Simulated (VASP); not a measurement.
# CdS (F-43m) in VASP: single point with PBEsol+D4

Aim: the single point of CdS with PBEsol+D4.

Everything below comes from runs of VASP 6.6.1. Logs are shortened: lines on timing, memory, paths and dates and some standing lists are left out, and cuts for length are marked.

### 1 The cell of the first run

The structure is cubic, space group F-43m (No. 216). The conventional cell has a = 5.833 Å, b = 5.833 Å, c = 5.833 Å, α = 90.00°, β = 90.00°, γ = 90.00°. Cd (site symmetry -43m) has 4 S at 2.53 Å within 3.3 Å. S (site symmetry -43m) has 4 Cd at 2.53 Å within 3.3 Å.

### 2 Single point, PBEsol+D4

INCAR reads:

```
SYSTEM = CdS
  ALGO = Normal
  EDIFF = 1E-6
  ENCUT = 500
  GGA = PS
  GGA_COMPAT = .False.
  ISIF = 2
  ISMEAR = -1
  IVDW = 13
  LASPH = .True.
  LCHARG = .True.
  LELF = .True.
  LREAL = .False.
  LVHAR = .True.
  LWAVE = .False.
  NBANDS = 86
  NELM = 120
  PREC = Accurate
  SIGMA = 0.02
```

KPOINTS reads:

```
k-points
0
Gamma
  2 2 2
  0 0 0
```

POSCAR reads:

```
CdS
1.0
    0.0000000000      5.8330000000      5.8330000000
    5.8330000000      0.0000000000      5.8330000000
    5.8330000000      5.8330000000      0.0000000000
Cd S
8 8
Direct
    0.0000000000      0.0000000000      0.0000000000
    0.0000000000      0.0000000000      0.5000000000
    0.0000000000      0.5000000000      0.0000000000
    0.0000000000      0.5000000000      0.5000000000
    0.5000000000      0.0000000000      0.0000000000
    0.5000000000      0.0000000000      0.5000000000
    0.5000000000      0.5000000000      0.0000000000
    0.5000000000      0.5000000000      0.5000000000
    0.1250000000      0.1250000000      0.1250000000
    0.1250000000      0.1250000000      0.6250000000
    0.1250000000      0.6250000000      0.1250000000
    0.1250000000      0.6250000000      0.6250000000
    0.6250000000      0.1250000000      0.1250000000
    0.6250000000      0.1250000000      0.6250000000
    0.6250000000      0.6250000000      0.1250000000
    0.6250000000      0.6250000000      0.6250000000
```

Potentials or basis: VASP PAW PBE potentials, release 64 (Cd, S).

Run with:

```sh
> cat potpaw_PBE.64/Cd/POTCAR potpaw_PBE.64/S/POTCAR > POTCAR
> mpirun -np 1 vasp_std > vasp.out
```

OUTCAR:

```text
SYSTEM = CdS
   EDIFF = 1E-6
   ENCUT = 500
   GGA = PS
   ISIF = 2
   ISMEAR = -1
   IVDW = 13
   LASPH = .True.
   LREAL = .False.
   NELM = 120
   PREC = Accurate

 ion  position               nearest neighbor table
   1  0.000  0.000  0.000-   9 2.53  10 2.53  11 2.53  13 2.53
   2  0.000  0.000  0.500-   9 2.53  10 2.53  12 2.53  14 2.53
   3  0.000  0.500  0.000-  11 2.53  12 2.53   9 2.53  15 2.53
   4  0.000  0.500  0.500-  11 2.53  12 2.53  10 2.53  16 2.53
   5  0.500  0.000  0.000-  13 2.53  14 2.53   9 2.53  15 2.53
   6  0.500  0.000  0.500-  13 2.53  14 2.53  10 2.53  16 2.53
[... 8 lines left out ...]
  15  0.625  0.625  0.125-   7 2.53   8 2.53   3 2.53   5 2.53
  16  0.625  0.625  0.625-   7 2.53   8 2.53   4 2.53   6 2.53

  LATTYP: Found a face centered cubic cell.
 ALAT       =    11.6660000000

  Lattice vectors:

 A1 = (   0.0000000000,   5.8330000000,   5.8330000000)
 A2 = (   5.8330000000,   0.0000000000,   5.8330000000)
 A3 = (   5.8330000000,   5.8330000000,   0.0000000000)

Analysis of symmetry for initial positions (statically):
=====================================================================
 Subroutine PRICEL returns following result:

  LATTYP: Found a face centered cubic cell.
 ALAT       =     5.8330000000

  Lattice vectors:

 A1 = (   0.0000000000,   2.9165000000,   2.9165000000)
 A2 = (   2.9165000000,   0.0000000000,   2.9165000000)
 A3 = (   2.9165000000,   2.9165000000,   0.0000000000)

   8 primitive cells build up your supercell.

 Routine SETGRP: Setting up the symmetry group for a
 face centered cubic supercell.

 Subroutine GETGRP returns: Found 24 space group operations
 (whereof 24 operations were pure point group operations)
 out of a pool of 48 trial point group operations.

The static configuration has the point symmetry T_d .

Analysis of symmetry for dynamics (positions and initial velocities):
=====================================================================
 Subroutine PRICEL returns following result:

  LATTYP: Found a face centered cubic cell.
 ALAT       =     5.8330000000

  Lattice vectors:

 A1 = (   0.0000000000,   2.9165000000,   2.9165000000)
 A2 = (   2.9165000000,   0.0000000000,   2.9165000000)
 A3 = (   2.9165000000,   2.9165000000,   0.0000000000)

   8 primitive cells build up your supercell.

 Routine SETGRP: Setting up the symmetry group for a
 face centered cubic supercell.

 Subroutine GETGRP returns: Found 24 space group operations
 (whereof 24 operations were pure point group operations)
 out of a pool of 48 trial point group operations.

The dynamic configuration has the point symmetry T_d .

 Subroutine INISYM returns: Found 24 space group operations
 (whereof 24 operations are pure point group operations),
 and found     8 'primitive' translations

----------------------------------------------------------------------------------------

                                     Primitive cell

  volume of cell :      49.6153

  direct lattice vectors                    reciprocal lattice vectors
     0.000000000  2.916500000  2.916500000    -0.171438368  0.171438368  0.171438368
     2.916500000  0.000000000  2.916500000     0.171438368 -0.171438368  0.171438368
     2.916500000  2.916500000  0.000000000     0.171438368  0.171438368 -0.171438368

  length of vectors
     4.124553855  4.124553855  4.124553855     0.296939964  0.296939964  0.296939964

  position of ions in fractional coordinates (direct lattice)
     0.000000000  0.000000000  0.000000000
     0.250000000  0.250000000  0.250000000

  ion indices of the primitive-cell ions
   primitive index   ion index
                 1           1
                 2           9

----------------------------------------------------------------------------------------

 KPOINTS: k-points

Automatic generation of k-mesh.
 Grid dimensions read from file:
 generate k-points for:    2    2    2

 Generating k-lattice:

  Cartesian coordinates                     Fractional coordinates (reciprocal lattice)
    -0.042859592  0.042859592  0.042859592     0.500000000  0.000000000  0.000000000
     0.042859592 -0.042859592  0.042859592     0.000000000  0.500000000  0.000000000
     0.042859592  0.042859592 -0.042859592     0.000000000  0.000000000  0.500000000

  Length of vectors
     0.074234991  0.074234991  0.074234991

  Shift w.r.t. Gamma in fractional coordinates (k-lattice)
     0.000000000  0.000000000  0.000000000

 Subroutine IBZKPT returns following result:
 ===========================================

 Found      3 irreducible k-points:

 Following reciprocal coordinates:
            Coordinates               Weight
  0.000000  0.000000  0.000000      1.000000
  0.500000  0.000000  0.000000      4.000000
  0.500000  0.500000  0.000000      3.000000
   k-points           NKPTS =      3   k-points in BZ     NKDIM =      3   number of bands    NBANDS=     86
   number of dos      NEDOS =    301   number of ions     NIONS =     16
   total plane-waves  NPLWV = 216000
   dimension x,y,z NGX =    60 NGY =   60 NGZ =   60
   dimension x,y,z NGXF=   120 NGYF=  120 NGZF=  120
   ions per type =               8   8
   NGX,Y,Z   is equivalent  to a cutoff of  12.09, 12.09, 12.09 a.u.
   NGXF,Y,Z  is equivalent  to a cutoff of  24.18, 24.18, 24.18 a.u.
 SYSTEM =  CdS
   PREC   = accura    normal or accurate (medium, high low for compatibility)
   ISTART =      0    job   : 0-new  1-cont  2-samecut
   ICHARG =      2    charge: 1-file 2-atom 10-const
   ISPIN  =      1    spin polarized calculation?
   LNONCOLLINEAR =      F non collinear calculations
   LSORBIT =      F    spin-orbit coupling
   LASPH  =      T    aspherical Exc in radial PAW
   ENCUT  =  500.0 eV  36.75 Ry    6.06 a.u.  15.04 15.04 15.04*2*pi/ulx,y,z
   NELM   =    120;   NELMIN=  2; NELMDL= -5     # of ELM steps
   EDIFF  = 0.1E-05   stopping-criterion for ELM
   LREAL  =      F    real-space projection
   EDIFFG = 0.1E-04   stopping-criterion for IOM
   NSW    =      0    number of steps for IOM
   IBRION =     -1    ionic relax: 0-MD 1-quasi-New 2-CG
   NFREE  =      0    steps in history (QN), initial steepest desc. (CG)
   ISIF   =      2    stress and relaxation
   ISYM   =      2    0-nonsym 1-usesym 2-fastsym
   POTIM  = 0.5000    time-step for ionic-motion
   TEBEG  =    0.0;   TEEND  =   0.0 temperature during run
   PSTRESS=    0.0 pullay stress
   NELECT =     144.0000    total number of electrons
   NUPDOWN=      -1.0000    fix difference up-down
   EMIN   =  10.00;   EMAX   =-10.00  energy-range for DOS
   EFERMI =   0.00;   METHOD = LEGACY
   ISMEAR =    -1;   SIGMA  =   0.02  broadening in eV -4-tet -1-fermi 0-gaus
   EFERMI_NEDOS =   21; number of points for ismear=-14 and -15
   IALGO  =     38    algorithm
   IMIX   =      4    mixing-type and parameters
     AMIX     =   0.40;   BMIX     =  1.00
     AMIX_MAG =   1.60;   BMIX_MAG =  1.00
  volume/ion in A,a.u.               =      24.81       167.41
  Fermi-wavevector in a.u.,A,eV,Ry     =   1.167599  2.206442 18.548649  1.363287
  Thomas-Fermi vector in A             =   2.304097
   LORBIT       =      0    0 simple, 1 ext, 2 COOP (PROOUT), +10 PAW based schemes
   GGA     = PS    functional components
   LHFCALC =     F    Hartree Fock is set to
   AEXX    =    0.0000 exact exchange contribution
   IVDW    =    13    specifies the selected vdW correction
   LEPSILON=     F    determine dielectric tensor
   LRPA    =     F    only Hartree local field effects (RPA)
 non-spin polarized calculation
  energy-cutoff  :      500.00
  volume of cell :      396.92
 maximum number of plane-waves:     10086
   NGX = 31   NGY = 31   NGZ = 31

 number of electron     144.0000021 magnetization

 Free energy of the ion-electron system (eV)
  ---------------------------------------------------
  ext. energy  EPLUGINS =         0.00000000
  ---------------------------------------------------
  free energy    TOTEN  =       -54.21381971 eV

  energy without entropy =      -54.21381971  energy(sigma->0) =      -54.21381971

 E-fermi :   1.7080     XC(G=0):  -9.3689

 val. band max:        1.2366566654   @ k =   0.0000   0.0000   0.0000
 cond. band min:       2.2320192976   @ k =   0.0000   0.0000   0.0000
 fundamental gap:      0.9953626322
 Fermi energy:         1.7080348022

 k-point     1 :       0.0000    0.0000    0.0000
  band No.  band energies     occupation
      1     -11.1458      2.00000
      2     -10.7063      2.00000
      3     -10.7063      2.00000
      4     -10.7063      2.00000
      5     -10.7063      2.00000
      6     -10.5708      2.00000
[... 76 lines left out ...]
     83       5.4735      0.00000
     84       7.6639      0.00000

 k-point     2 :       0.5000    0.0000    0.0000
  band No.  band energies     occupation
      1     -10.9262      2.00000
      2     -10.9262      2.00000
      3     -10.6401      2.00000
      4     -10.6401      2.00000
      5     -10.6401      2.00000
      6     -10.6401      2.00000
[... 76 lines left out ...]
     83       6.6160      0.00000
     84       6.6160      0.00000

 k-point     3 :       0.5000    0.5000    0.0000
  band No.  band energies     occupation
      1     -10.8550      2.00000
      2     -10.8550      2.00000
      3     -10.7103      2.00000
      4     -10.7103      2.00000
      5     -10.7103      2.00000
      6     -10.7103      2.00000
[... 76 lines left out ...]
     83       6.6058      0.00000
     84       6.6058      0.00000
 [bands above 84 left out]

------------------------ aborting loop because EDIFF is reached ----------------------------------------

  DFT-D4 for vdW energy calculation

  Edisp (eV):   -2.96467

  FORCE on cell =-STRESS in cart. coord.  units (eV):
  Direction    XX          YY          ZZ          XY          YZ          ZX
  --------------------------------------------------------------------------------------
  -------------------------------------------------------------------------------------
  Total      -2.11253    -2.11253    -2.11253     0.00000    -0.00000    -0.00000
  in kB      -8.52722    -8.52722    -8.52722     0.00000    -0.00000    -0.00000
  external pressure =       -8.53 kB  Pullay stress =        0.00 kB

 VOLUME and BASIS-vectors are now :
 -----------------------------------------------------------------------------
  energy-cutoff  :      500.00
  volume of cell :      396.92
      direct lattice vectors                 reciprocal lattice vectors
     0.000000000  5.833000000  5.833000000    -0.085719184  0.085719184  0.085719184
     5.833000000  0.000000000  5.833000000     0.085719184 -0.085719184  0.085719184
     5.833000000  5.833000000  0.000000000     0.085719184  0.085719184 -0.085719184

 POSITION                                       TOTAL-FORCE (eV/Angst)
 -----------------------------------------------------------------------------------
      0.00000      0.00000      0.00000         0.000000      0.000000      0.000000
      2.91650      2.91650      0.00000        -0.000000      0.000000      0.000000
      2.91650      0.00000      2.91650         0.000000     -0.000000      0.000000
      5.83300      2.91650      2.91650         0.000000     -0.000000      0.000000
      0.00000      2.91650      2.91650         0.000000      0.000000      0.000000
      2.91650      5.83300      2.91650        -0.000000      0.000000      0.000000
[... 8 lines left out ...]
      4.37475      4.37475      7.29125        -0.000000      0.000000     -0.000000
      7.29125      7.29125      7.29125        -0.000000     -0.000000     -0.000000
 -----------------------------------------------------------------------------------
    total drift:                               -0.000000     -0.000000     -0.000000

  FREE ENERGIE OF THE ION-ELECTRON SYSTEM (eV)
  ---------------------------------------------------
  free  energy   TOTEN  =       -57.1784875576 eV

  energy  without entropy=      -57.1784875576  energy(sigma->0) =      -57.17848756
```

It took 3.4 min on 1 thread of AMD EPYC 7R43 (Zen 3), shared host; peak memory 0.46 GiB.

Results:

| Quantity | Value |
| --- | --- |
| Free energy | -57.1785 eV |
| Pressure | -0.9 GPa |
| Band gap on the k mesh | 1.00 eV |
| Dispersion energy per atom | -0.185 eV |

Levels at points of the mesh, in eV from the valence-band top:
```tsv
k point	band 68	band 69	band 70	band 71	band 72	band 73	band 74	band 75	band 76	band 77
(0.00, 0.00, 0.00)	-0.77	-0.77	0.00	0.00	0.00	1.00	2.88	2.88	2.88	2.88
(0.50, 0.00, 0.00)	-1.38	-0.41	-0.41	-0.41	-0.41	2.66	2.66	4.09	4.09	4.09
(0.50, 0.50, 0.00)	-1.04	-0.79	-0.79	-0.79	-0.79	3.48	3.48	4.19	4.19	4.19
```

Caveat: the k points lie up to 0.47 Å⁻¹ apart; the PAW data sets were made with another functional, which shifts forces and pressure a little.
